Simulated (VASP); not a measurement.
# HgMo (Pm-3m) in VASP: single point with PBE

Aim: the single point of HgMo with PBE.

Everything below comes from runs of VASP 6.6.1. Logs are shortened: lines on timing, memory, paths and dates and some standing lists are left out, and cuts for length are marked.

### Step 1. The cell of the first run

Symmetry: Pm-3m, No. 221, cubic system. Conventional cell: a = 3.294 Å, b = 3.294 Å, c = 3.294 Å, α = 90.00°, β = 90.00°, γ = 90.00°. Hg (site symmetry m-3m) has 8 Mo at 2.85 Å and 6 Hg at 3.29 Å within 3.8 Å. Within 3.8 Å of Mo (site symmetry m-3m) lie 8 Hg at 2.85 Å and 6 Mo at 3.29 Å.

### Step 2. Single point, PBE

INCAR

```
SYSTEM = HgMo
PREC = Accurate
ENCUT = 500
EDIFF = 1E-6
ISMEAR = 0
SIGMA = 0.1
LREAL = .FALSE.
LASPH = .TRUE.
NELM = 120
ALGO = Normal
ISIF = 2
LWAVE = .FALSE.
LCHARG = .FALSE.
GGA = PE
NBANDS = 24
GGA_COMPAT = .FALSE.
```

KPOINTS

```
regular mesh
0
G
  16 16 16
  0 0 0
```

POSCAR

```
HgMo
1.0
    3.2940217995      0.0000000000      0.0000000000
    0.0000000000      3.2940217995      0.0000000000
    0.0000000000      0.0000000000      3.2940217995
Hg Mo
1 1
Direct
    0.0000000000      0.0000000000      0.0000000000
    0.5000000000      0.5000000000      0.5000000000
```

Potentials or basis: VASP PAW PBE potentials, release 64 (Hg_sv_GW, Mo_sv).

On the command line:

```bash
> cat potpaw_PBE.64/Hg_sv_GW/POTCAR potpaw_PBE.64/Mo_sv/POTCAR > POTCAR
> mpirun -np 1 vasp_std > vasp.out
```

OUTCAR:

```text
SYSTEM = HgMo
   PREC = Accurate
   ENCUT = 500
   EDIFF = 1E-6
   ISMEAR = 0
   LREAL = .FALSE.
   LASPH = .TRUE.
   NELM = 120
   ISIF = 2
   GGA = PE

 ion  position               nearest neighbor table
   1  0.000  0.000  0.000-   2 2.85   2 2.85   2 2.85   2 2.85   2 2.85   2 2.85   2 2.85   2 2.85

   2  0.500  0.500  0.500-   1 2.85   1 2.85   1 2.85   1 2.85   1 2.85   1 2.85   1 2.85   1 2.85

  LATTYP: Found a simple cubic cell.
 ALAT       =     3.2940217995

  Lattice vectors:

 A1 = (   3.2940217995,   0.0000000000,   0.0000000000)
 A2 = (   0.0000000000,   3.2940217995,   0.0000000000)
 A3 = (   0.0000000000,   0.0000000000,   3.2940217995)

Analysis of symmetry for initial positions (statically):
=====================================================================
 Subroutine PRICEL returns:
 Original cell was already a primitive cell.

 Routine SETGRP: Setting up the symmetry group for a
 simple cubic supercell.

 Subroutine GETGRP returns: Found 48 space group operations
 (whereof 48 operations were pure point group operations)
 out of a pool of 48 trial point group operations.

The static configuration has the point symmetry O_h .

Analysis of symmetry for dynamics (positions and initial velocities):
=====================================================================
 Subroutine PRICEL returns:
 Original cell was already a primitive cell.

 Routine SETGRP: Setting up the symmetry group for a
 simple cubic supercell.

 Subroutine GETGRP returns: Found 48 space group operations
 (whereof 48 operations were pure point group operations)
 out of a pool of 48 trial point group operations.

The dynamic configuration has the point symmetry O_h .

 Subroutine INISYM returns: Found 48 space group operations
 (whereof 48 operations are pure point group operations),
 and found     1 'primitive' translations

----------------------------------------------------------------------------------------

                                     Primitive cell

  volume of cell :      35.7420

  direct lattice vectors                    reciprocal lattice vectors
     3.294021799  0.000000000  0.000000000     0.303580262  0.000000000  0.000000000
     0.000000000  3.294021799  0.000000000     0.000000000  0.303580262  0.000000000
     0.000000000  0.000000000  3.294021799     0.000000000  0.000000000  0.303580262

  length of vectors
     3.294021799  3.294021799  3.294021799     0.303580262  0.303580262  0.303580262

  position of ions in fractional coordinates (direct lattice)
     0.000000000  0.000000000  0.000000000
     0.500000000  0.500000000  0.500000000

  ion indices of the primitive-cell ions
   primitive index   ion index
                 1           1
                 2           2

----------------------------------------------------------------------------------------

 KPOINTS: regular mesh

Automatic generation of k-mesh.
 Grid dimensions read from file:
 generate k-points for:   16   16   16

 Generating k-lattice:

  Cartesian coordinates                     Fractional coordinates (reciprocal lattice)
     0.018973766  0.000000000  0.000000000     0.062500000  0.000000000  0.000000000
     0.000000000  0.018973766  0.000000000     0.000000000  0.062500000  0.000000000
     0.000000000  0.000000000  0.018973766     0.000000000  0.000000000  0.062500000

  Length of vectors
     0.018973766  0.018973766  0.018973766

  Shift w.r.t. Gamma in fractional coordinates (k-lattice)
     0.000000000  0.000000000  0.000000000

 Subroutine IBZKPT returns following result:
 ===========================================

 Found    165 irreducible k-points:

 Following reciprocal coordinates:
            Coordinates               Weight
  0.000000  0.000000  0.000000      1.000000
  0.062500  0.000000  0.000000      6.000000
  0.125000  0.000000  0.000000      6.000000
  0.187500  0.000000  0.000000      6.000000
  0.250000  0.000000  0.000000      6.000000
  0.312500  0.000000  0.000000      6.000000
[... 16 lines left out ...]
  0.437500  0.125000  0.000000     24.000000
  0.500000  0.125000  0.000000     12.000000
 [... further k-points ...]
   k-points           NKPTS =    165   k-points in BZ     NKDIM =    165   number of bands    NBANDS=     24
   number of dos      NEDOS =    301   number of ions     NIONS =      2
   total plane-waves  NPLWV =  13824
   dimension x,y,z NGX =    24 NGY =   24 NGZ =   24
   dimension x,y,z NGXF=    48 NGYF=   48 NGZF=   48
   ions per type =               1   1
   NGX,Y,Z   is equivalent  to a cutoff of  12.11, 12.11, 12.11 a.u.
   NGXF,Y,Z  is equivalent  to a cutoff of  24.23, 24.23, 24.23 a.u.
 SYSTEM =  HgMo
   PREC   = accura    normal or accurate (medium, high low for compatibility)
   ISTART =      0    job   : 0-new  1-cont  2-samecut
   ICHARG =      2    charge: 1-file 2-atom 10-const
   ISPIN  =      1    spin polarized calculation?
   LNONCOLLINEAR =      F non collinear calculations
   LSORBIT =      F    spin-orbit coupling
   LASPH  =      T    aspherical Exc in radial PAW
   ENCUT  =  500.0 eV  36.75 Ry    6.06 a.u.   6.01  6.01  6.01*2*pi/ulx,y,z
   NELM   =    120;   NELMIN=  2; NELMDL= -5     # of ELM steps
   EDIFF  = 0.1E-05   stopping-criterion for ELM
   LREAL  =      F    real-space projection
   EDIFFG = 0.1E-04   stopping-criterion for IOM
   NSW    =      0    number of steps for IOM
   IBRION =     -1    ionic relax: 0-MD 1-quasi-New 2-CG
   NFREE  =      0    steps in history (QN), initial steepest desc. (CG)
   ISIF   =      2    stress and relaxation
   ISYM   =      2    0-nonsym 1-usesym 2-fastsym
   POTIM  = 0.5000    time-step for ionic-motion
   TEBEG  =    0.0;   TEEND  =   0.0 temperature during run
   PSTRESS=    0.0 pullay stress
   NELECT =      34.0000    total number of electrons
   NUPDOWN=      -1.0000    fix difference up-down
   EMIN   =  10.00;   EMAX   =-10.00  energy-range for DOS
   EFERMI =   0.00;   METHOD = LEGACY
   ISMEAR =     0;   SIGMA  =   0.10  broadening in eV -4-tet -1-fermi 0-gaus
   EFERMI_NEDOS =   21; number of points for ismear=-14 and -15
   IALGO  =     38    algorithm
   IMIX   =      4    mixing-type and parameters
     AMIX     =   0.40;   BMIX     =  1.00
     AMIX_MAG =   1.60;   BMIX_MAG =  1.00
  volume/ion in A,a.u.               =      17.87       120.60
  Fermi-wavevector in a.u.,A,eV,Ry     =   1.610057  3.042567 35.270172  2.592285
  Thomas-Fermi vector in A             =   2.705668
   LORBIT       =      0    0 simple, 1 ext, 2 COOP (PROOUT), +10 PAW based schemes
   GGA     = PE    functional components
   LHFCALC =     F    Hartree Fock is set to
   AEXX    =    0.0000 exact exchange contribution
   IVDW    =     0    specifies the selected vdW correction
   LEPSILON=     F    determine dielectric tensor
   LRPA    =     F    only Hartree local field effects (RPA)
 non-spin polarized calculation
 Gauss-broadening in eV      SIGMA  =   0.10
  energy-cutoff  :      500.00
  volume of cell :       35.74
 maximum number of plane-waves:       928
   NGX = 13   NGY = 13   NGZ = 13

 number of electron      33.9999973 magnetization

 Free energy of the ion-electron system (eV)
  ---------------------------------------------------
  ext. energy  EPLUGINS =         0.00000000
  ---------------------------------------------------
  free energy    TOTEN  =        -9.42400281 eV

  energy without entropy =       -9.41197377  energy(sigma->0) =       -9.41798829

 E-fermi :   9.8311     XC(G=0): -12.8700

 val. band max:        9.8307248306   @ k =   0.2500   0.1875   0.0625
 cond. band min:       9.8318442795   @ k =   0.3750   0.1250   0.1250
 fundamental gap:      0.0011194489
 Fermi energy:         9.8311179640

 k-point     1 :       0.0000    0.0000    0.0000
  band No.  band energies     occupation
      1    -105.6914      2.00000
      2     -54.0005      2.00000
      3     -54.0005      2.00000
      4     -54.0005      2.00000
      5     -51.0976      2.00000
      6     -25.0988      2.00000
[... 16 lines left out ...]
     23      21.3662      0.00000
     24      24.7710      0.00000

 k-point     2 :       0.0625    0.0000    0.0000
  band No.  band energies     occupation
      1    -105.6914      2.00000
      2     -54.0009      2.00000
      3     -54.0003      2.00000
      4     -54.0003      2.00000
      5     -51.0971      2.00000
      6     -25.1054      2.00000
[... 16 lines left out ...]
     23      21.6945      0.00000
     24      24.4731      0.00000

 k-point     3 :       0.1250    0.0000    0.0000
  band No.  band energies     occupation
      1    -105.6913      2.00000
      2     -54.0025      2.00000
      3     -54.0001      2.00000
      4     -54.0001      2.00000
      5     -51.0955      2.00000
      6     -25.1242      2.00000
[... 16 lines left out ...]
     23      22.3046      0.00000
     24      24.0220      0.00000

 k-point     4 :       0.1875    0.0000    0.0000
  band No.  band energies     occupation
      1    -105.6913      2.00000
      2     -54.0052      2.00000
      3     -53.9997      2.00000
      4     -53.9997      2.00000
      5     -51.0932      2.00000
      6     -25.1522      2.00000
[... 16 lines left out ...]
     23      22.6268      0.00000
     24      23.5983      0.00000

 k-point     5 :       0.2500    0.0000    0.0000
  band No.  band energies     occupation
      1    -105.6913      2.00000
      2     -54.0084      2.00000
      3     -53.9996      2.00000
      4     -53.9996      2.00000
      5     -51.0904      2.00000
      6     -25.1850      2.00000
[... 16 lines left out ...]
     23      22.5631      0.00000
     24      23.2375      0.00000

 k-point     6 :       0.3125    0.0000    0.0000
  band No.  band energies     occupation
      1    -105.6912      2.00000
      2     -54.0112      2.00000
      3     -53.9991      2.00000
      4     -53.9991      2.00000
      5     -51.0877      2.00000
      6     -25.2177      2.00000
[... 16 lines left out ...]
     23      22.3012      0.00000
     24      22.9534      0.00000
[... 379 lines left out ...]
 k-point    21 :       0.3125    0.1250    0.0000
  band No.  band energies     occupation
      1    -105.6912      2.00000
      2     -54.0110      2.00000
      3     -54.0017      2.00000
      4     -53.9990      2.00000
      5     -51.0862      2.00000
      6     -25.2145      2.00000
[... 16 lines left out ...]
     23      22.5605      0.00000
     24      23.4846      0.00000

 k-point    22 :       0.3750    0.1250    0.0000
  band No.  band energies     occupation
      1    -105.6911      2.00000
      2     -54.0133      2.00000
      3     -54.0013      2.00000
      4     -53.9987      2.00000
      5     -51.0841      2.00000
      6     -25.2416      2.00000
[... 16 lines left out ...]
     23      22.1679      0.00000
     24      22.6190      0.00000

 k-point    23 :       0.4375    0.1250    0.0000
  band No.  band energies     occupation
      1    -105.6911      2.00000
      2     -54.0152      2.00000
      3     -54.0011      2.00000
      4     -53.9985      2.00000
      5     -51.0826      2.00000
      6     -25.2597      2.00000
[... 16 lines left out ...]
     23      22.1457      0.00000
     24      22.1987      0.00000

 k-point    24 :       0.5000    0.1250    0.0000
  band No.  band energies     occupation
      1    -105.6911      2.00000
      2     -54.0159      2.00000
      3     -54.0010      2.00000
      4     -53.9985      2.00000
      5     -51.0821      2.00000
      6     -25.2660      2.00000
[... 16 lines left out ...]
     23      22.1028      0.00000
     24      22.9168      0.00000

 [... further k-points ...]
[... 5 lines left out ...]
  --------------------------------------------------------------------------------------
  -------------------------------------------------------------------------------------
  Total       -0.1512895     -0.1512895     -0.1512895      0.0000000     -0.0000000      0.0000000
  in kB       -6.7817239     -6.7817239     -6.7817239      0.0000000     -0.0000000      0.0000000
  external PRESSURE =      -6.7817239 kB  Pullay stress =       0.0000000 kB

 VOLUME and BASIS-vectors are now :
 -----------------------------------------------------------------------------
  energy-cutoff  :      500.00
  volume of cell :       35.74
      direct lattice vectors                 reciprocal lattice vectors
     3.294021799  0.000000000  0.000000000     0.303580262  0.000000000  0.000000000
     0.000000000  3.294021799  0.000000000     0.000000000  0.303580262  0.000000000
     0.000000000  0.000000000  3.294021799     0.000000000  0.000000000  0.303580262

 POSITION                                       TOTAL-FORCE (eV/Angst)
 -----------------------------------------------------------------------------------
      0.00000      0.00000      0.00000         0.000000      0.000000      0.000000
      1.64701      1.64701      1.64701         0.000000      0.000000      0.000000
 -----------------------------------------------------------------------------------
    total drift:                                0.000000      0.000000     -0.000000

  FREE ENERGIE OF THE ION-ELECTRON SYSTEM (eV)
  ---------------------------------------------------
  free  energy   TOTEN  =        -9.4240028136 eV

  energy  without entropy=       -9.4119737665  energy(sigma->0) =       -9.41798829
```

Wall time 64 s (1 thread of AMD EPYC 7R13 (Zen 3), shared host); peak memory 0.24 GiB.

Results:

```
Free energy            : -9.4240 eV
Pressure               : -0.7 GPa
Band gap on the k mesh : zero (bands 17 and 18 overlap by 2.23 eV)
```

Levels at points of the mesh, in eV from the Fermi level:
```csv
k point,band 14,band 15,band 16,band 17,band 18,band 19,band 20,band 21
"(0.00, 0.00, 0.00)",-7.11,-1.16,-1.16,1.42,1.42,1.42,6.01,6.01
"(0.50, 0.00, 0.00)",-4.65,-4.61,-1.97,-0.77,-0.77,0.92,2.59,11.76
"(0.50, 0.50, 0.00)",-4.37,-0.61,-0.61,-0.60,1.06,1.06,2.04,5.05
"(0.50, 0.50, 0.50)",-3.26,-3.26,-3.26,0.22,2.13,2.13,6.93,6.93
```

Caveat: spin-orbit coupling is left out, which moves the levels of the heavy elements.
